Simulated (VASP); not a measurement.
# HfZn2I6 (Fm-3m) in VASP: further runs, part 2 of 2

VASP 6.6.1. Earlier steps stand in the parts before.

## 5. Single point, PBEsol

INCAR

```
PREC = Accurate ; ENCUT = 520
EDIFF = 1E-7 ; ISMEAR = 1
SIGMA = 0.1 ; LREAL = False
LASPH = True ; NELM = 80
ALGO = Normal ; ISIF = 2
LWAVE = False ; LCHARG = False
GGA = PS ; NBANDS = 48
```

KPOINTS

```
Automatic mesh
0
Gamma
  4 4 4
```

POSCAR

```
HfZn2I6
1.0
    0.0000000000      5.4212790000      5.4212790000
    5.4212790000      0.0000000000      5.4212790000
    5.4212790000      5.4212790000      0.0000000000
I Hf Zn
6 1 2
Direct
    0.7563000000      0.2437000000      0.2437000000
    0.2437000000      0.7563000000      0.2437000000
    0.2437000000      0.7563000000      0.7563000000
    0.7563000000      0.2437000000      0.7563000000
    0.2437000000      0.2437000000      0.7563000000
    0.7563000000      0.7563000000      0.2437000000
    0.0000000000      0.0000000000      0.0000000000
    0.2500000000      0.2500000000      0.2500000000
    0.7500000000      0.7500000000      0.7500000000
```

Potentials or basis: VASP PAW PBE potentials, release 64 (I, Hf_pv, Zn).

Started as:

```bash
> cat potpaw_PBE.64/I/POTCAR potpaw_PBE.64/Hf_pv/POTCAR potpaw_PBE.64/Zn/POTCAR > POTCAR
> mpirun -np 1 vasp_std > vasp.out
```

OUTCAR:

```text
PREC = Accurate
   ENCUT = 520
   EDIFF = 1E-7
   ISMEAR = 1
   LREAL = False
   LASPH = True
   NELM = 80
   ISIF = 2
   GGA = PS

 ion  position               nearest neighbor table
   1  0.756  0.244  0.244-   7 2.64
   2  0.244  0.756  0.244-   7 2.64
   3  0.244  0.756  0.756-   7 2.64
   4  0.756  0.244  0.756-   7 2.64
   5  0.244  0.244  0.756-   7 2.64
[... 607 lines left out ...]
  Total        8.2181694      8.2181694      8.2181694      0.0000000     -0.0000000     -0.0000000
  in kB       41.3190567     41.3190567     41.3190567      0.0000000     -0.0000000     -0.0000000
  external PRESSURE =      41.3190567 kB  Pullay stress =       0.0000000 kB

 VOLUME and BASIS-vectors are now :
 -----------------------------------------------------------------------------
  energy-cutoff  :      520.00
  volume of cell :      318.67
      direct lattice vectors                 reciprocal lattice vectors
     0.000000000  5.421279000  5.421279000    -0.092229158  0.092229158  0.092229158
     5.421279000  0.000000000  5.421279000     0.092229158 -0.092229158  0.092229158
     5.421279000  5.421279000  0.000000000     0.092229158  0.092229158 -0.092229158

 POSITION                                       TOTAL-FORCE (eV/Angst)
 -----------------------------------------------------------------------------------
      2.64233      5.42128      5.42128         1.885289     -0.000000      0.000000
      5.42128      2.64233      5.42128         0.000000      1.885289      0.000000
      8.20023      5.42128      5.42128        -1.885289     -0.000000      0.000000
      5.42128      8.20023      5.42128         0.000000     -1.885289      0.000000
      5.42128      5.42128      2.64233         0.000000     -0.000000      1.885289
      5.42128      5.42128      8.20023         0.000000     -0.000000     -1.885289
      0.00000      0.00000      0.00000         0.000000     -0.000000      0.000000
      2.71064      2.71064      2.71064         0.000000      0.000000      0.000000
      8.13192      8.13192      8.13192        -0.000000     -0.000000      0.000000
 -----------------------------------------------------------------------------------
    total drift:                                0.000000     -0.000000      0.000000

  FREE ENERGIE OF THE ION-ELECTRON SYSTEM (eV)
  ---------------------------------------------------
  free  energy   TOTEN  =       -24.9806696477 eV

  energy  without entropy=      -24.9818986297  energy(sigma->0) =      -24.98107931
```

OSZICAR:

```text
N       E                     dE             d eps       ncg     rms          rms(c)
DAV:   1     0.541311167458E+03    0.54131E+03   -0.31465E+04   768   0.143E+03
DAV:   2     0.373017594358E+02   -0.50401E+03   -0.48423E+03   872   0.324E+02
DAV:   3    -0.240899782053E+02   -0.61392E+02   -0.60116E+02   912   0.112E+02
DAV:   4    -0.264864749626E+02   -0.23965E+01   -0.23850E+01   904   0.224E+01
DAV:   5    -0.265509116762E+02   -0.64437E-01   -0.64412E-01  1040   0.379E+00    0.650E+01
DAV:   6    -0.251295864338E+02    0.14213E+01   -0.24140E+00   992   0.143E+01    0.408E+01
DAV:   7    -0.250452351518E+02    0.84351E-01   -0.16300E+00   880   0.625E+00    0.270E+00
DAV:   8    -0.249834363466E+02    0.61799E-01   -0.27174E-01   824   0.217E+00    0.200E+00
DAV:   9    -0.249813092344E+02    0.21271E-02   -0.17617E-02   904   0.781E-01    0.721E-01
DAV:  10    -0.249807089696E+02    0.60026E-03   -0.30111E-03   848   0.254E-01    0.254E-01
DAV:  11    -0.249806699528E+02    0.39017E-04   -0.55952E-04   920   0.104E-01    0.374E-02
DAV:  12    -0.249806687935E+02    0.11593E-05   -0.42703E-05   880   0.323E-02    0.117E-02
DAV:  13    -0.249806688532E+02   -0.59681E-07   -0.44086E-06   872   0.897E-03    0.868E-03
DAV:  14    -0.249806697060E+02   -0.85279E-06   -0.12276E-06   904   0.473E-03    0.112E-02
DAV:  15    -0.249806696477E+02    0.58297E-07   -0.71378E-08   640   0.139E-03
   1 F= -.24980670E+02 E0= -.24981079E+02  d E =0.122898E-02
```

It took 5 min on 1 thread of Intel Xeon 8259CL, shared host; peak memory 0.56 GiB.

Results:

| Item | Value |
| --- | --- |
| Free energy | -24.9807 eV |
| Pressure | 4.1 GPa |
| Largest force | 1.885 eV/Å |
| Band gap on the k mesh | zero (bands 38 and 39 overlap by 0.21 eV) |

Forces in eV/Å, atoms in the order of the input:
```
I    1.885  0.000  0.000
I    0.000  1.885  0.000
I   -1.885  0.000  0.000
I    0.000 -1.885  0.000
I    0.000  0.000  1.885
I    0.000  0.000 -1.885
Hf   0.000  0.000  0.000
Zn   0.000  0.000  0.000
Zn   0.000  0.000  0.000
```

Levels at points of the mesh, in eV from the Fermi level:
| k point | band 36 | band 37 | band 38 | band 39 | band 40 | band 41 |
| --- | --- | --- | --- | --- | --- | --- |
| (0.00, 0.00, 0.00) | -0.23 | 0.21 | 0.21 | 0.21 | 1.95 | 1.95 |
| (0.50, 0.00, 0.00) | -0.33 | -0.23 | -0.23 | 0.00 | 2.48 | 2.50 |
| (0.50, 0.50, 0.00) | -0.43 | -0.37 | 0.19 | 0.44 | 2.34 | 3.16 |

Caveat: the cell stands under pressure; the PAW data sets were made with another functional, which shifts forces and pressure a little; spin-orbit coupling is left out, which moves the levels of the heavy elements.

## 6. Summary

```csv
k mesh,smearing,gap on the mesh (eV),pressure (GPa),largest force (eV/Å)
3 × 3 × 3,gaussian 0.1055 eV,none,4.2,1.89
3 × 3 × 3,methfessel-paxton 0.05 eV,none,4.2,1.87
4 × 4 × 4,methfessel-paxton 0.1 eV,none,4.1,1.89
```

Alike in all rows: task single point; level PBEsol; potentials or basis VASP PAW PBE potentials, release 64 (I, Hf_pv, Zn); no spin polarisation; cell as given; cutoff (eV) 520.

Caveats: the cell stands under pressure; the PAW data sets were made with another functional, which shifts forces and pressure a little; spin-orbit coupling is left out, which moves the levels of the heavy elements.

Absolute energies hang on the potentials; compare differences alone.
